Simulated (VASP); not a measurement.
# C (I4_1/amd) in VASP: further runs

The runs below take C through G0W0 quasiparticle levels, with PBE.

Program: VASP 6.6.1. These are calculated values, not measurements. Logs are shortened: lines on timing, memory, paths and dates and some standing lists are left out, and cuts for length are marked.

## Step 1: The cell of the first run

The structure is tetragonal, space group I4_1/amd (No. 141). Conventional cell: a = 2.467 Å, b = 2.467 Å, c = 3.576 Å, α = 90.00°, β = 90.00°, γ = 90.00°. Within 2.0 Å of C (site symmetry -4m2) lie 4 C at 1.52 Å.

## Step 2: G0W0 quasiparticle levels, PBE

POSCAR

```
C
1.0
    0.0000000000      1.7445216597      1.7880464072
    1.7445216597      0.0000000000      1.7880464072
    1.7445216597      1.7445216597      0.0000000000
C
2
Direct
    0.0000000000      0.0000000000      0.0000000000
    0.2500000000      0.2500000000      0.2500000000
```

INCAR.step1

```
SYSTEM = C
ALGO = Normal ; EDIFF = 1E-8
ENCUT = 500 ; GGA = PE
ISMEAR = 0 ; LASPH = .True.
LCHARG = .False. ; LREAL = .False.
LWAVE = .True. ; NELM = 60
PREC = Accurate ; SIGMA = 0.01
```

INCAR.step2

```
SYSTEM = C
ALGO = Exact ; EDIFF = 1E-8
ENCUT = 500 ; GGA = PE
ISMEAR = 0 ; ISTART = 1
LASPH = .True. ; LCHARG = .False.
LOPTICS = .True. ; LREAL = .False.
LWAVE = .True. ; NBANDS = 49
NELM = 1 ; PREC = Accurate
SIGMA = 0.01
```

INCAR.step3

```
SYSTEM = C
ALGO = EVGW0 ; EDIFF = 1E-8
ENCUT = 500 ; ENCUTGW = 150.0
GGA = PE ; ISMEAR = 0
ISTART = 1 ; LASPH = .True.
LCHARG = .False. ; LREAL = .False.
LWAVE = .False. ; NBANDS = 49
NBANDSGW = 12 ; NELMGW = 1
NOMEGA = 48 ; PREC = Accurate
PRECFOCK = Fast ; SIGMA = 0.01
```

KPOINTS

```
k-points
0
Gamma
  6 6 6
  0 0 0
```

Potentials or basis: VASP PAW PBE potentials, release 64 (C_GW).

On the command line:

```sh
> cat potpaw_PBE.64/C_GW/POTCAR > POTCAR
> cp INCAR.step1 INCAR
> mpirun -np 1 vasp_std > vasp.out
> cp INCAR.step2 INCAR
> mpirun -np 1 vasp_std > vasp.out
> cp INCAR.step3 INCAR
> mpirun -np 1 vasp_std > vasp.out
```

OUTCAR:

```text
SYSTEM = C
   EDIFF = 1E-8
   ENCUT = 500
   ENCUTGW = 150.0
   GGA = PE
   ISMEAR = 0
   ISTART = 1
   LASPH = .True.
   LREAL = .False.
   NELMGW = 1
   PREC = Accurate
   PRECFOCK = Fast

 ion  position               nearest neighbor table
   1  0.000  0.000  0.000-   2 1.52   2 1.52   2 1.52   2 1.52
   2  0.250  0.250  0.250-   1 1.52   1 1.52   1 1.52   1 1.52

  LATTYP: Found a body centered tetragonal cell.
 ALAT       =     2.4671261910
 C/A-ratio  =     1.4494973250

  Lattice vectors:

 A1 = (  -1.7445216597,   0.0000000000,   1.7880464072)
 A2 = (   1.7445216597,   0.0000000000,   1.7880464072)
 A3 = (   0.0000000000,   1.7445216597,  -1.7880464072)

Analysis of symmetry for initial positions (statically):
=====================================================================
 Subroutine PRICEL returns:
 Original cell was already a primitive cell.

 Routine SETGRP: Setting up the symmetry group for a
 body centered tetragonal supercell.

 Subroutine GETGRP returns: Found 16 space group operations
 (whereof  8 operations were pure point group operations)
 out of a pool of 16 trial point group operations.

The static configuration has the point symmetry D_2d.
 The point group associated with its full space group is D_4h.

Analysis of symmetry for dynamics (positions and initial velocities):
=====================================================================
 Subroutine PRICEL returns:
 Original cell was already a primitive cell.

 Routine SETGRP: Setting up the symmetry group for a
 body centered tetragonal supercell.

 Subroutine GETGRP returns: Found 16 space group operations
 (whereof  8 operations were pure point group operations)
 out of a pool of 16 trial point group operations.

The dynamic configuration has the point symmetry D_2d.
 The point group associated with its full space group is D_4h.

 Subroutine INISYM returns: Found 16 space group operations
 (whereof  8 operations are pure point group operations),
 and found     1 'primitive' translations

----------------------------------------------------------------------------------------

                                     Primitive cell

  volume of cell :      10.8833

  direct lattice vectors                    reciprocal lattice vectors
     0.000000000  1.744521660  1.788046407    -0.286611517  0.286611517  0.279634800
     1.744521660  0.000000000  1.788046407     0.286611517 -0.286611517  0.279634800
     1.744521660  1.744521660  0.000000000     0.286611517  0.286611517 -0.279634800

  length of vectors
     2.498092427  2.498092427  2.467126191     0.492430650  0.492430650  0.492430650

  position of ions in fractional coordinates (direct lattice)
     0.000000000  0.000000000  0.000000000
     0.250000000  0.250000000  0.250000000

  ion indices of the primitive-cell ions
   primitive index   ion index
                 1           1
                 2           2

----------------------------------------------------------------------------------------

 KPOINTS: k-points

Automatic generation of k-mesh.
 Grid dimensions read from file:
 generate k-points for:    6    6    6

 Generating k-lattice:

  Cartesian coordinates                     Fractional coordinates (reciprocal lattice)
    -0.047768586  0.047768586  0.046605800     0.166666667  0.000000000  0.000000000
     0.047768586 -0.047768586  0.046605800     0.000000000  0.166666667  0.000000000
     0.047768586  0.047768586 -0.046605800    -0.000000000 -0.000000000  0.166666667

  Length of vectors
     0.082071775  0.082071775  0.082071775

  Shift w.r.t. Gamma in fractional coordinates (k-lattice)
     0.000000000  0.000000000  0.000000000

 Subroutine IBZKPT returns following result:
 ===========================================

 Found     30 irreducible k-points:

 Following reciprocal coordinates:
            Coordinates               Weight
  0.000000  0.000000  0.000000      1.000000
  0.166667  0.000000  0.000000      8.000000
  0.333333  0.000000  0.000000      8.000000
  0.500000  0.000000  0.000000      4.000000
  0.166667  0.166667  0.000000      2.000000
  0.333333  0.166667  0.000000      8.000000
[... 16 lines left out ...]
  0.333333  0.000000  0.333333      4.000000
  0.500000  0.000000  0.333333     16.000000
 [... further k-points ...]
   k-points           NKPTS =     30   k-points in BZ     NKDIM =    216   number of bands    NBANDS=     49
   number of dos      NEDOS =    301   number of ions     NIONS =      2
   total plane-waves  NPLWV =   5832
   dimension x,y,z NGX =    18 NGY =   18 NGZ =   18
   dimension x,y,z NGXF=    36 NGYF=   36 NGZF=   36
   ions per type =               2
   NGX,Y,Z   is equivalent  to a cutoff of  11.98, 11.98, 12.13 a.u.
   NGXF,Y,Z  is equivalent  to a cutoff of  23.96, 23.96, 24.26 a.u.
 SYSTEM =  C
   PREC   = accura    normal or accurate (medium, high low for compatibility)
   ISTART =      1    job   : 0-new  1-cont  2-samecut
   ICHARG =      0    charge: 1-file 2-atom 10-const
   ISPIN  =      1    spin polarized calculation?
   LNONCOLLINEAR =      F non collinear calculations
   LSORBIT =      F    spin-orbit coupling
   LASPH  =      T    aspherical Exc in radial PAW
   ENCUT  =  500.0 eV  36.75 Ry    6.06 a.u.   4.55  4.55  4.50*2*pi/ulx,y,z
   NELM   =     60;   NELMIN=  2; NELMDL=  0     # of ELM steps
   EDIFF  = 0.1E-07   stopping-criterion for ELM
   LREAL  =      F    real-space projection
   EDIFFG = 0.1E-06   stopping-criterion for IOM
   NSW    =      0    number of steps for IOM
   IBRION =     -1    ionic relax: 0-MD 1-quasi-New 2-CG
   NFREE  =      0    steps in history (QN), initial steepest desc. (CG)
   ISIF   =      0    stress and relaxation
   ISYM   =      3    0-nonsym 1-usesym 2-fastsym
   POTIM  = 0.5000    time-step for ionic-motion
   TEBEG  =    0.0;   TEEND  =   0.0 temperature during run
   PSTRESS=    0.0 pullay stress
   NELECT =       8.0000    total number of electrons
   NUPDOWN=      -1.0000    fix difference up-down
   EMIN   =  10.00;   EMAX   =-10.00  energy-range for DOS
   EFERMI =   0.00;   METHOD = LEGACY
   ISMEAR =     0;   SIGMA  =   0.01  broadening in eV -4-tet -1-fermi 0-gaus
   EFERMI_NEDOS =   21; number of points for ismear=-14 and -15
   IALGO  =     38    algorithm
   IMIX   =      4    mixing-type and parameters
     AMIX     =   0.40;   BMIX     =  1.00
     AMIX_MAG =   1.60;   BMIX_MAG =  1.00
  volume/ion in A,a.u.               =       5.44        36.72
  Fermi-wavevector in a.u.,A,eV,Ry     =   1.477467  2.792007 29.700258  2.182907
  Thomas-Fermi vector in A             =   2.591867
   LORBIT       =      0    0 simple, 1 ext, 2 COOP (PROOUT), +10 PAW based schemes
   GGA     = PE    functional components
   LHFCALC =     T    Hartree Fock is set to
   PRECFOCK=fast      Normal, Fast or Accurate (Low or Medium for compatibility)
   ENCUT4O =  -1.0   cutoff for four orbital integrals eV
   NKREDX  =     1    reduce k-point grid by
   NKREDY  =     1    reduce k-point grid by
   NKREDZ  =     1    reduce k-point grid by
   AEXX    =    1.0000 exact exchange contribution
   HFSCREEN=    0.0000 screening length (either q_TF or 0.3 A-1)
   HFSCREENC=   0.0000 screening length for correlation (either q_TF or 0.3 A-1)
   ENCUTFOCK=  -1.0 apply spherical cutoff to Coloumb kernel
   IVDW    =     0    specifies the selected vdW correction
   LEPSILON=     F    determine dielectric tensor
   LRPA    =     F    only Hartree local field effects (RPA)
   LRPAFORCE           =     F    calculate RPA forces
   ENCUTGW             = 150.0    cutoff for response function in eV
   ENCUTGWSOFT         = 120.0    soft cutoff for Coulomb kernel in GW response function in eV
   ENCUTLF             =  -1.0    cutoff for local field effects
   NELMGW              =     1    number of iterations in solving QP/BSE equation
   NELMHF              =     1    number of iterations in the inner HF iteration
   NKREDLFX            =     1    NKREDLFY  =   1   NKREDLFZ  =   1
 non-spin polarized calculation
 Gauss-broadening in eV      SIGMA  =   0.01
  energy-cutoff  :      500.00
  volume of cell :       10.88
 maximum number of plane-waves:       289
  NGX = 12; NGY = 12; NGZ = 12
   NGX =  9   NGY =  9   NGZ =  9
 maximum number of plane-waves:        59

 QP shifts <psi_nk| G(iteration)W_0 |psi_nk>: iteration 1
 for sc-GW calculations column KS-energies equals QP-energies in previous step
 and V_xc(KS)=  KS-energies - (<T + V_ion + V_H > + <T+V_H+V_ion>^1  + <V_x>^1)

 k-point   1 :       0.0000    0.0000    0.0000
  band No.  KS-energies  QP-energies   sigma(KS)   V_xc(KS)     V^pw_x(r,r')   Z            occupation Imag(sigma)

      1     -11.6643     -13.3078     -17.0799     -14.9098     -25.6867       0.7573       2.0000       1.4849
      2      10.1129       9.5947     -17.6003     -16.9743     -19.4669       0.8279       2.0000       0.0798
      3      10.5062      10.0002     -17.5461     -16.9358     -19.3423       0.8290       2.0000       0.0777
      4      10.5062      10.0002     -17.5461     -16.9358     -19.3423       0.8290       2.0000       0.0777
      5      15.9837      17.1849     -14.2097     -15.6648      -9.4545       0.8256       0.0000      -0.1078
      6      15.9837      17.1849     -14.2097     -15.6648      -9.4545       0.8256       0.0000      -0.1078
      7      16.2952      17.4929     -14.1920     -15.6441      -9.3782       0.8248       0.0000      -0.1092
      8      24.6488      25.7841     -14.9633     -16.4285      -7.6636       0.7748       0.0000      -0.2806
      9      30.2166      30.6661     -11.5300     -12.0854      -4.4229       0.8094       0.0000      -0.4233
     10      36.6255      37.7799     -12.6130     -13.9983      -6.0335       0.8333       0.0000      -0.5549
     11      37.4936      38.0827     -10.9335     -11.6442      -3.3853       0.8290       0.0000      -0.9523
     12      38.0436      39.2306     -12.6933     -14.1238      -5.9798       0.8297       0.0000      -0.6375

 k-point   2 :       0.1667    0.0000    0.0000
  band No.  KS-energies  QP-energies   sigma(KS)   V_xc(KS)     V^pw_x(r,r')   Z            occupation Imag(sigma)

      1     -10.8755     -12.4811     -17.0771     -14.9629     -25.4884       0.7594       2.0000       1.3836
      2       6.4971       5.6742     -17.2005     -16.1907     -19.9853       0.8148       2.0000       0.1167
      3       9.1552       8.5702     -17.4294     -16.7217     -19.5168       0.8265       2.0000       0.0875
      4       9.4645       8.8975     -17.3979     -16.7121     -19.4257       0.8266       2.0000       0.0857
      5      17.4151      18.6937     -14.3325     -15.8913      -9.2237       0.8203       0.0000      -0.1227
      6      17.4372      18.6881     -14.3116     -15.8364      -9.2019       0.8204       0.0000      -0.1222
      7      18.1537      19.3419     -14.4459     -15.8953      -9.2473       0.8198       0.0000      -0.1275
      8      25.1648      26.3667     -14.6004     -16.1554      -7.2022       0.7730       0.0000      -0.2961
      9      31.2082      31.8254     -11.7785     -12.5467      -4.4021       0.8034       0.0000      -0.4792
     10      33.1091      33.9638     -11.8282     -12.8547      -5.2517       0.8326       0.0000      -0.4905
     11      33.8950      34.7581     -11.8124     -12.8489      -5.1747       0.8327       0.0000      -0.5370
     12      36.9024      37.4914     -11.3172     -12.0378      -3.6375       0.8172       0.0000      -0.8660
[... 324 lines left out ...]
      1      -7.4604      -8.9136     -17.1448     -15.2225     -24.6400       0.7560       2.0000       0.9357
      2       3.2459       2.1032     -17.8095     -16.3682     -21.9776       0.7928       2.0000       0.1892
      3       4.6961       3.7745     -17.1590     -16.0170     -20.4827       0.8071       2.0000       0.1385
      4       4.7766       3.8543     -17.1356     -15.9930     -20.4493       0.8072       2.0000       0.1386
      5      14.4343      15.2038     -13.4382     -14.3603      -8.7995       0.8345       0.0000      -0.1051
      6      18.1498      18.8848     -12.3851     -13.2671      -7.0031       0.8335       0.0000      -0.1344
      7      24.5408      26.1510     -14.5833     -16.6416      -7.4377       0.7823       0.0000      -0.2657
      8      25.3188      26.9503     -14.6849     -16.7831      -7.3502       0.7776       0.0000      -0.2873
      9      32.6666      33.9008     -14.1920     -15.7700      -5.9227       0.7821       0.0000      -0.6930
     10      34.3724      35.4963     -12.8143     -14.2417      -4.4853       0.7874       0.0000      -0.7040
     11      42.4252      43.6522     -12.6246     -14.0894      -5.2796       0.8377       0.0000      -1.1040
     12      45.6402      46.4956     -11.5996     -12.6549      -3.1701       0.8106       0.0000      -1.3373

 k-point  24 :       0.5000    0.0000    0.3333
  band No.  KS-energies  QP-energies   sigma(KS)   V_xc(KS)     V^pw_x(r,r')   Z            occupation Imag(sigma)

      1      -4.7660      -6.1489     -17.3447     -15.5159     -24.0515       0.7562       2.0000       0.6362
      2       0.0088      -1.2577     -17.6785     -16.0384     -22.8460       0.7723       2.0000       0.2932
      3       2.4101       1.3310     -16.7107     -15.3556     -20.5927       0.7963       2.0000       0.1818
      4       4.3863       3.4348     -17.1745     -15.9939     -20.6167       0.8059       2.0000       0.1438
      5      15.5571      16.3080     -13.0585     -13.9582      -8.1618       0.8346       0.0000      -0.1137
      6      18.7269      19.6315     -13.0451     -14.1414      -7.5341       0.8251       0.0000      -0.1419
      7      25.5589      27.1522     -14.5206     -16.5727      -7.0533       0.7765       0.0000      -0.3087
      8      26.3708      27.9476     -14.6955     -16.7391      -6.9981       0.7716       0.0000      -0.3409
      9      32.3582      33.6201     -13.5806     -15.1867      -5.4865       0.7857       0.0000      -0.6130
     10      34.7116      36.0234     -13.7168     -15.3993      -5.0559       0.7797       0.0000      -0.8018
     11      39.9756      41.0177     -12.3461     -13.6218      -4.7458       0.8168       0.0000      -0.9339
     12      44.6374      45.4990     -11.7111     -12.7683      -3.5430       0.8150       0.0000      -1.2366

 [... further k-points ...]
```

It took 3.2 min on 1 thread of AMD EPYC 9R14 (Zen 4), shared host; peak memory 0.2 GiB.

Results:

```yaml
Quasiparticle_gap: 5.20 eV
Least_direct_quasiparticle_gap: 7.18 eV
Band_gap_of_the_starting_levels_on_the_mesh: 3.93 eV
Least_direct_gap_of_the_starting_levels_on_the_mesh: 5.48 eV
```

Caveat: the k points lie up to 0.52 Å⁻¹ apart; bands, screening cutoff and mesh are small and nothing is extrapolated, so the quasiparticle values aren't converged.

(Part 1 of 2 ends here.)
